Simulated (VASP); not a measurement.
# Mg3CdS2 (P-6m2) in VASP: a series of runs

Mg3CdS2 is run at these levels: PBE; tasks: single point, relaxation of cell and atoms.

All numbers are computed with VASP 6.6.1; they aren't measurements. Logs are shortened: lines on timing, memory, paths and dates and some standing lists are left out, and cuts for length are marked.

## (1) The cell of the first run

The structure is hexagonal, space group P-6m2 (No. 187). The conventional cell has a = 6.076 Å, b = 6.076 Å, c = 11.570 Å, α = 90.00°, β = 90.00°, γ = 120.00°. Within 3.2 Å of Mg (site symmetry mm2) lie 2 S at 2.45 Å and 4 Mg at 2.97 to 3.11 Å. Within 5.3 Å of Cd (site symmetry -6m2) lie 2 S at 4.04 Å. Within 3.2 Å of S (site symmetry 3m) lie 3 Mg at 2.45 Å.

The cell was built from a structure type or drawn by symmetry, and may not be a known phase.

## (2) Single point, PBE

Contents of INCAR:

```
SYSTEM = Mg3CdS2
ALGO     = Normal         ! electronic algorithm
EDIFF    = 1E-6           ! SCF threshold, eV
ENCUT    = 520            ! plane-wave cutoff, eV
GGA      = PE             ! functional
ISIF     = 2              ! what is computed and relaxed
ISMEAR   = 0              ! smearing method
LASPH    = .TRUE.         ! aspherical terms in the spheres
LCHARG   = .FALSE.        ! write CHGCAR
LREAL    = .FALSE.        ! projectors in reciprocal space
LWAVE    = .FALSE.        ! write WAVECAR
NBANDS   = 24             ! bands
NELM     = 80             ! most SCF steps
PREC     = Accurate       ! precision mode
SIGMA    = 0.02           ! smearing width, eV
```

Contents of KPOINTS:

```
k-points
0
G
  6 6 4
  0 0 0
```

Contents of POSCAR:

```
Mg3CdS2
1.0
    6.0757521859      0.0000000000      0.0000000000
   -3.0378760930      5.2617557401      0.0000000000
    0.0000000000      0.0000000000     11.5703046157
Mg Cd S
3 1 2
Direct
    0.8372370417      0.1627629583      0.5000000000
    0.8372370417      0.6744740834      0.5000000000
    0.3255259166      0.1627629583      0.5000000000
    0.0000000000      0.0000000000      0.0000000000
    0.0000000000      0.0000000000      0.6508706402
    0.0000000000      0.0000000000      0.3491293598
```

Potentials or basis: VASP PAW PBE potentials, release 64 (Mg, Cd, S).

The run is started by

```sh
> cat potpaw_PBE.64/Mg/POTCAR potpaw_PBE.64/Cd/POTCAR potpaw_PBE.64/S/POTCAR > POTCAR
> mpirun -np 1 vasp_std > vasp.out
```

OUTCAR:

```text
SYSTEM = Mg3CdS2
   EDIFF = 1E-6
   ENCUT = 520
   GGA = PE
   ISIF = 2
   ISMEAR = 0
   LASPH = .TRUE.
   LREAL = .FALSE.
   NELM = 80
   PREC = Accurate

 ion  position               nearest neighbor table
   1  0.837  0.163  0.500-   5 2.45   6 2.45   3 2.97   2 2.97   3 3.11   2 3.11
   2  0.837  0.674  0.500-   5 2.45   6 2.45   3 2.97   1 2.97   3 3.11   1 3.11
   3  0.326  0.163  0.500-   5 2.45   6 2.45   2 2.97   1 2.97   2 3.11   1 3.11
   4  0.000  0.000  0.000-
   5  0.000  0.000  0.651-   3 2.45   2 2.45   1 2.45
   6  0.000  0.000  0.349-   3 2.45   2 2.45   1 2.45

  LATTYP: Found a hexagonal cell.
 ALAT       =     6.0757521859
 C/A-ratio  =     1.9043411024

  Lattice vectors:

 A1 = (   6.0757521859,   0.0000000000,   0.0000000000)
 A2 = (  -3.0378760930,   5.2617557401,   0.0000000000)
 A3 = (   0.0000000000,   0.0000000000,  11.5703046157)

Analysis of symmetry for initial positions (statically):
=====================================================================
 Subroutine PRICEL returns:
 Original cell was already a primitive cell.

 Routine SETGRP: Setting up the symmetry group for a
 hexagonal supercell.

 Subroutine GETGRP returns: Found 12 space group operations
 (whereof 12 operations were pure point group operations)
 out of a pool of 24 trial point group operations.

The static configuration has the point symmetry D_3h.

Analysis of symmetry for dynamics (positions and initial velocities):
=====================================================================
 Subroutine PRICEL returns:
 Original cell was already a primitive cell.

 Routine SETGRP: Setting up the symmetry group for a
 hexagonal supercell.

 Subroutine GETGRP returns: Found 12 space group operations
 (whereof 12 operations were pure point group operations)
 out of a pool of 24 trial point group operations.

The dynamic configuration has the point symmetry D_3h.

 Subroutine INISYM returns: Found 12 space group operations
 (whereof 12 operations are pure point group operations),
 and found     1 'primitive' translations

----------------------------------------------------------------------------------------

                                     Primitive cell

  volume of cell :     369.8925

  direct lattice vectors                    reciprocal lattice vectors
     6.075752186  0.000000000  0.000000000     0.164588675  0.095025316  0.000000000
    -3.037876093  5.261755740  0.000000000     0.000000000  0.190050631  0.000000000
     0.000000000  0.000000000 11.570304616     0.000000000  0.000000000  0.086428148

  length of vectors
     6.075752186  6.075752186 11.570304616     0.190050631  0.190050631  0.086428148

  position of ions in fractional coordinates (direct lattice)
     0.837237042  0.162762958  0.500000000
     0.837237042  0.674474083  0.500000000
     0.325525917  0.162762958  0.500000000
     0.000000000  0.000000000  0.000000000
     0.000000000  0.000000000  0.650870640
     0.000000000  0.000000000  0.349129360

  ion indices of the primitive-cell ions
   primitive index   ion index
                 1           1
                 2           2
                 3           3
                 4           4
                 5           5
                 6           6

----------------------------------------------------------------------------------------

 KPOINTS: k-points

Automatic generation of k-mesh.
 Grid dimensions read from file:
 generate k-points for:    6    6    4

 Generating k-lattice:

  Cartesian coordinates                     Fractional coordinates (reciprocal lattice)
     0.027431446  0.015837553  0.000000000     0.166666667  0.000000000  0.000000000
     0.000000000  0.031675105  0.000000000     0.000000000  0.166666667  0.000000000
     0.000000000  0.000000000  0.021607037     0.000000000  0.000000000  0.250000000

  Length of vectors
     0.031675105  0.031675105  0.021607037

  Shift w.r.t. Gamma in fractional coordinates (k-lattice)
     0.000000000  0.000000000  0.000000000

 Subroutine IBZKPT returns following result:
 ===========================================

 Found     21 irreducible k-points:

 Following reciprocal coordinates:
            Coordinates               Weight
  0.000000  0.000000  0.000000      1.000000
  0.166667  0.000000  0.000000      6.000000
  0.333333  0.000000  0.000000      6.000000
  0.500000  0.000000  0.000000      3.000000
  0.166667  0.166667  0.000000      6.000000
  0.333333  0.166667  0.000000     12.000000
[... 13 lines left out ...]
  0.333333  0.166667  0.500000     12.000000
  0.333333  0.333333  0.500000      2.000000
   k-points           NKPTS =     21   k-points in BZ     NKDIM =     21   number of bands    NBANDS=     24
   number of dos      NEDOS =    301   number of ions     NIONS =      6
   total plane-waves  NPLWV = 207360
   dimension x,y,z NGX =    48 NGY =   48 NGZ =   90
   dimension x,y,z NGXF=    96 NGYF=   96 NGZF=  180
   ions per type =               3   1   2
   NGX,Y,Z   is equivalent  to a cutoff of  13.13, 13.13, 12.93 a.u.
   NGXF,Y,Z  is equivalent  to a cutoff of  26.27, 26.27, 25.86 a.u.
 SYSTEM =  Mg3CdS2
   PREC   = accura    normal or accurate (medium, high low for compatibility)
   ISTART =      0    job   : 0-new  1-cont  2-samecut
   ICHARG =      2    charge: 1-file 2-atom 10-const
   ISPIN  =      1    spin polarized calculation?
   LNONCOLLINEAR =      F non collinear calculations
   LSORBIT =      F    spin-orbit coupling
   LASPH  =      T    aspherical Exc in radial PAW
   ENCUT  =  520.0 eV  38.22 Ry    6.18 a.u.  11.30 11.30 21.51*2*pi/ulx,y,z
   NELM   =     80;   NELMIN=  2; NELMDL= -5     # of ELM steps
   EDIFF  = 0.1E-05   stopping-criterion for ELM
   LREAL  =      F    real-space projection
   EDIFFG = 0.1E-04   stopping-criterion for IOM
   NSW    =      0    number of steps for IOM
   IBRION =     -1    ionic relax: 0-MD 1-quasi-New 2-CG
   NFREE  =      0    steps in history (QN), initial steepest desc. (CG)
   ISIF   =      2    stress and relaxation
   ISYM   =      2    0-nonsym 1-usesym 2-fastsym
   POTIM  = 0.5000    time-step for ionic-motion
   TEBEG  =    0.0;   TEEND  =   0.0 temperature during run
   PSTRESS=    0.0 pullay stress
   NELECT =      30.0000    total number of electrons
   NUPDOWN=      -1.0000    fix difference up-down
   EMIN   =  10.00;   EMAX   =-10.00  energy-range for DOS
   EFERMI =   0.00;   METHOD = LEGACY
   ISMEAR =     0;   SIGMA  =   0.02  broadening in eV -4-tet -1-fermi 0-gaus
   EFERMI_NEDOS =   21; number of points for ismear=-14 and -15
   IALGO  =     38    algorithm
   IMIX   =      4    mixing-type and parameters
     AMIX     =   0.40;   BMIX     =  1.00
     AMIX_MAG =   1.60;   BMIX_MAG =  1.00
  volume/ion in A,a.u.               =      61.65       416.03
  Fermi-wavevector in a.u.,A,eV,Ry     =   0.708636  1.339128  6.832375  0.502165
  Thomas-Fermi vector in A             =   1.795005
   LORBIT       =      0    0 simple, 1 ext, 2 COOP (PROOUT), +10 PAW based schemes
   GGA     = PE    functional components
   LHFCALC =     F    Hartree Fock is set to
   AEXX    =    0.0000 exact exchange contribution
   IVDW    =     0    specifies the selected vdW correction
   LEPSILON=     F    determine dielectric tensor
   LRPA    =     F    only Hartree local field effects (RPA)
 non-spin polarized calculation
 Gauss-broadening in eV      SIGMA  =   0.02
  energy-cutoff  :      520.00
  volume of cell :      369.89
 maximum number of plane-waves:     10028
 NGX is ok and might be reduce to    48
   NGX = 23   NGY = 23   NGZ = 43

 number of electron      29.9999995 magnetization

 Free energy of the ion-electron system (eV)
  ---------------------------------------------------
  ext. energy  EPLUGINS =         0.00000000
  ---------------------------------------------------
  free energy    TOTEN  =       -14.92177760 eV

  energy without entropy =      -14.92177760  energy(sigma->0) =      -14.92177760

 E-fermi :  -2.0298     XC(G=0):  -4.8638

 val. band max:       -2.1210583254   @ k =   0.3333   0.3333   0.5000
 cond. band min:      -1.5798890477   @ k =   0.5000   0.0000   0.5000
 fundamental gap:      0.5411692777
 Fermi energy:        -2.0298052020

 k-point     1 :       0.0000    0.0000    0.0000
  band No.  band energies     occupation
      1     -14.2730      2.00000
      2     -13.6915      2.00000
      3      -8.4648      2.00000
      4      -8.4648      2.00000
      5      -8.4513      2.00000
      6      -8.4513      2.00000
[... 16 lines left out ...]
     23       3.1061      0.00000
     24       3.1061      0.00000

 k-point     2 :       0.1667    0.0000    0.0000
  band No.  band energies     occupation
      1     -14.2690      2.00000
      2     -13.6900      2.00000
      3      -8.4648      2.00000
      4      -8.4641      2.00000
      5      -8.4515      2.00000
      6      -8.4513      2.00000
[... 16 lines left out ...]
     23       2.4590      0.00000
     24       2.9909      0.00000

 k-point     3 :       0.3333    0.0000    0.0000
  band No.  band energies     occupation
      1     -14.2609      2.00000
      2     -13.6869      2.00000
      3      -8.4648      2.00000
      4      -8.4628      2.00000
      5      -8.4521      2.00000
      6      -8.4515      2.00000
[... 16 lines left out ...]
     23       2.7982      0.00000
     24       2.8831      0.00000

 k-point     4 :       0.5000    0.0000    0.0000
  band No.  band energies     occupation
      1     -14.2568      2.00000
      2     -13.6853      2.00000
      3      -8.4649      2.00000
      4      -8.4621      2.00000
      5      -8.4523      2.00000
      6      -8.4515      2.00000
[... 16 lines left out ...]
     23       2.7029      0.00000
     24       2.9126      0.00000

 k-point     5 :       0.1667    0.1667    0.0000
  band No.  band energies     occupation
      1     -14.2629      2.00000
      2     -13.6876      2.00000
      3      -8.4646      2.00000
      4      -8.4633      2.00000
      5      -8.4519      2.00000
      6      -8.4515      2.00000
[... 16 lines left out ...]
     23       2.5612      0.00000
     24       2.8806      0.00000

 k-point     6 :       0.3333    0.1667    0.0000
  band No.  band energies     occupation
      1     -14.2568      2.00000
      2     -13.6853      2.00000
      3      -8.4644      2.00000
      4      -8.4626      2.00000
      5      -8.4522      2.00000
      6      -8.4517      2.00000
[... 16 lines left out ...]
     23       2.4477      0.00000
     24       2.9419      0.00000
[... 298 lines left out ...]
 k-point    18 :       0.5000    0.0000    0.5000
  band No.  band energies     occupation
      1     -14.2567      2.00000
      2     -13.6855      2.00000
      3      -8.4649      2.00000
      4      -8.4621      2.00000
      5      -8.4523      2.00000
      6      -8.4516      2.00000
[... 16 lines left out ...]
     23       2.6211      0.00000
     24       2.6582      0.00000

 k-point    19 :       0.1667    0.1667    0.5000
  band No.  band energies     occupation
      1     -14.2628      2.00000
      2     -13.6879      2.00000
      3      -8.4646      2.00000
      4      -8.4633      2.00000
      5      -8.4519      2.00000
      6      -8.4515      2.00000
[... 16 lines left out ...]
     23       2.4933      0.00000
     24       2.8374      0.00000

 k-point    20 :       0.3333    0.1667    0.5000
  band No.  band energies     occupation
      1     -14.2567      2.00000
      2     -13.6855      2.00000
      3      -8.4644      2.00000
      4      -8.4626      2.00000
      5      -8.4522      2.00000
      6      -8.4517      2.00000
[... 16 lines left out ...]
     23       2.5439      0.00000
     24       2.7498      0.00000

 k-point    21 :       0.3333    0.3333    0.5000
  band No.  band energies     occupation
      1     -14.2547      2.00000
      2     -13.6847      2.00000
      3      -8.4633      2.00000
      4      -8.4633      2.00000
      5      -8.4520      2.00000
      6      -8.4520      2.00000
[... 16 lines left out ...]
     23       2.5840      0.00000
     24       3.1644      0.00000

------------------------ aborting loop because EDIFF is reached ----------------------------------------

  FORCE on cell =-STRESS in cart. coord.  units (eV):
  Direction    XX          YY          ZZ          XY          YZ          ZX
  --------------------------------------------------------------------------------------
  -------------------------------------------------------------------------------------
  Total       -0.1083426     -0.1083426     -0.0439567      0.0000000      0.0000000      0.0000000
  in kB       -0.4692824     -0.4692824     -0.1903970      0.0000000      0.0000000      0.0000000
  external PRESSURE =      -0.3763206 kB  Pullay stress =       0.0000000 kB

 VOLUME and BASIS-vectors are now :
 -----------------------------------------------------------------------------
  energy-cutoff  :      520.00
  volume of cell :      369.89
      direct lattice vectors                 reciprocal lattice vectors
     6.075752186  0.000000000  0.000000000     0.164588675  0.095025316  0.000000000
    -3.037876093  5.261755740  0.000000000     0.000000000  0.190050631  0.000000000
     0.000000000  0.000000000 11.570304616     0.000000000  0.000000000  0.086428148

 POSITION                                       TOTAL-FORCE (eV/Angst)
 -----------------------------------------------------------------------------------
      4.59239      0.85642      5.78515         0.018462     -0.010659      0.000000
      3.03788      3.54892      5.78515        -0.000000      0.021318      0.000000
      1.48336      0.85642      5.78515        -0.018462     -0.010659      0.000000
      0.00000      0.00000      0.00000        -0.000000      0.000000      0.000000
      0.00000      0.00000      7.53077         0.000000      0.000000     -0.009750
      0.00000      0.00000      4.03953         0.000000      0.000000      0.009750
 -----------------------------------------------------------------------------------
    total drift:                               -0.000000      0.000000     -0.000000

  FREE ENERGIE OF THE ION-ELECTRON SYSTEM (eV)
  ---------------------------------------------------
  free  energy   TOTEN  =       -14.9217776004 eV

  energy  without entropy=      -14.9217776004  energy(sigma->0) =      -14.92177760
```

It took 7.9 min on 1 thread of Intel Xeon 8259CL, shared host; peak memory 0.62 GiB.

Results:

```
Free energy            : -14.9218 eV
Pressure               : 0.0 GPa
Largest force          : 0.021 eV/Å
Band gap on the k mesh : 0.54 eV (least direct gap 0.57 eV)
```

Forces on the atoms (eV/Å):
```
Mg   0.018 -0.011  0.000
Mg   0.000  0.021  0.000
Mg  -0.018 -0.011  0.000
Cd   0.000  0.000  0.000
S    0.000  0.000 -0.010
S    0.000  0.000  0.010
```

Levels at points of the mesh, in eV from the valence-band top:
```tsv
k point	band 13	band 14	band 15	band 16	band 17	band 18
(0.00, 0.00, 0.00)	-2.02	-1.36	-0.41	1.39	1.39	2.09
(0.50, 0.00, 0.00)	-1.34	-1.30	-0.19	0.56	2.04	3.08
(0.00, 0.00, 0.50)	-2.02	-1.47	-0.25	1.39	1.39	2.15
(0.50, 0.00, 0.50)	-1.43	-1.29	-0.03	0.54	2.04	3.07
```

A k mesh can miss the band edges.

## (3) Relaxation of cell and atoms, PBE

This run uses another cell than the first one, of 60.36 Å³/atom.

Contents of INCAR:

```
SYSTEM = Mg3CdS2
PREC     = Accurate       ! precision mode
ENCUT    = 600            ! plane-wave cutoff, eV
EDIFF    = 1E-7           ! SCF threshold, eV
ISMEAR   = 0              ! smearing method
SIGMA    = 0.02           ! smearing width, eV
LREAL    = .False.        ! projectors in reciprocal space
LASPH    = .True.         ! aspherical terms in the spheres
NELM     = 100            ! most SCF steps
ALGO     = Normal         ! electronic algorithm
ISIF     = 3              ! what is computed and relaxed
LWAVE    = .False.        ! write WAVECAR
LCHARG   = .False.        ! write CHGCAR
GGA      = PE             ! functional
IBRION   = 2              ! ionic algorithm
NSW      = 100            ! ionic steps
EDIFFG   = -0.01          ! ionic threshold
```

Contents of KPOINTS:

```
regular mesh
0
Gamma
  6 6 4
  0 0 0
```

Contents of POSCAR:

```
Mg3CdS2
1.0
    6.0770538178      0.0000000000      0.0000000000
   -3.0385269089      5.2628829864      0.0000000000
    0.0000000000      0.0000000000     11.3229801913
Mg Cd S
3 1 2
Direct
    0.8372011532      0.1627988468      0.5000000000
    0.8372011532      0.6744023064      0.5000000000
    0.3255976936      0.1627988468      0.5000000000
    0.0000000000      0.0000000000      0.0000000000
    0.0000000000      0.0000000000      0.6540649984
    0.0000000000      0.0000000000      0.3459350016
```

Potentials or basis: VASP PAW PBE potentials, release 64 (Mg, Cd, S).

The run is started by

```sh
> cat potpaw_PBE.64/Mg/POTCAR potpaw_PBE.64/Cd/POTCAR potpaw_PBE.64/S/POTCAR > POTCAR
> mpirun -np 1 vasp_std > vasp.out
```

Wall time 50 min (1 thread of Intel Xeon 8259CL, shared host); peak memory 0.69 GiB.

Results (log left out):

```yaml
Free_energy: -14.9219 eV
Relaxed_volume: 60.86 Å³/atom
Relaxed_cell: a = 6.067 Å, b = 6.067 Å, c = 11.457 Å, α = 90.00°, β = 90.00°, γ = 120.00°
Space_group_after_relaxing_to_0.1_Å: P-6m2 (No. 187)
Energy_gained_by_relaxing: 0.1 meV/atom
Ionic_steps: 16
Pressure_after_relaxing: 0.0 GPa
Largest_force_after_relaxing: 0.010 eV/Å
Band_gap_on_the_k_mesh: 0.51 eV (least direct gap 0.55 eV)
```

Forces on the atoms (eV/Å):
```
Mg  -0.008  0.005  0.000
Mg   0.000 -0.010  0.000
Mg   0.008  0.005  0.000
Cd   0.000  0.000  0.000
S    0.000  0.000  0.004
S    0.000  0.000 -0.004
```

The path:
```csv
step,energy change (eV),largest force (eV/Å),pressure (GPa),volume (Å³)
1,0.0000,0.0173,-0.02,362.14
2,-0.0002,0.0041,0.00,361.79
3,-0.0003,0.0118,0.01,361.47
4,-0.0003,0.0196,0.00,361.64
5,-0.0003,0.0342,-0.01,361.85
6,-0.0004,0.0330,-0.01,361.88
7,-0.0004,0.0293,0.00,361.98
8,-0.0005,0.0217,0.01,362.17
9,-0.0005,0.0249,0.02,362.55
10,-0.0005,0.0209,0.02,362.41
11,-0.0006,0.0129,0.02,362.74
12,-0.0007,0.0085,0.03,363.17
13,-0.0007,0.0323,0.04,364.05
14,-0.0007,0.0228,0.04,363.70
15,-0.0008,0.0183,0.03,364.06
16,-0.0009,0.0096,0.01,365.17
```

Final structure:
```xyz
6
Lattice="6.0667 0.0000 0.0000 -3.0334 5.2539 0.0000 0.0000 0.0000 11.4567" Properties=species:S:1:pos:R:3 pbc="T T T"
Mg    4.5864    0.8546    5.7284
Mg    3.0334    3.5447    5.7284
Mg    1.4803    0.8546    5.7284
Cd    0.0000    0.0000   11.4567
S     0.0000    0.0000    7.4743
S     0.0000    0.0000    3.9825
```

Levels at points of the mesh, in eV from the valence-band top:
| k point | band 11 | band 12 | band 13 | band 14 | band 15 | band 16 | band 17 | band 18 | band 19 |
| --- | --- | --- | --- | --- | --- | --- | --- | --- | --- |
| (0.00, 0.00, 0.00) | -2.18 | -2.05 | -2.05 | -1.41 | -0.42 | 1.37 | 1.37 | 2.06 | 2.84 |
| (0.50, 0.00, 0.00) | -2.27 | -2.10 | -1.39 | -1.32 | -0.21 | 0.53 | 2.02 | 3.06 | 3.26 |
| (0.00, 0.00, 0.50) | -2.17 | -2.05 | -2.05 | -1.53 | -0.25 | 1.37 | 1.37 | 2.13 | 2.77 |
| (0.50, 0.00, 0.50) | -2.27 | -2.10 | -1.48 | -1.32 | -0.03 | 0.51 | 2.03 | 3.05 | 3.30 |
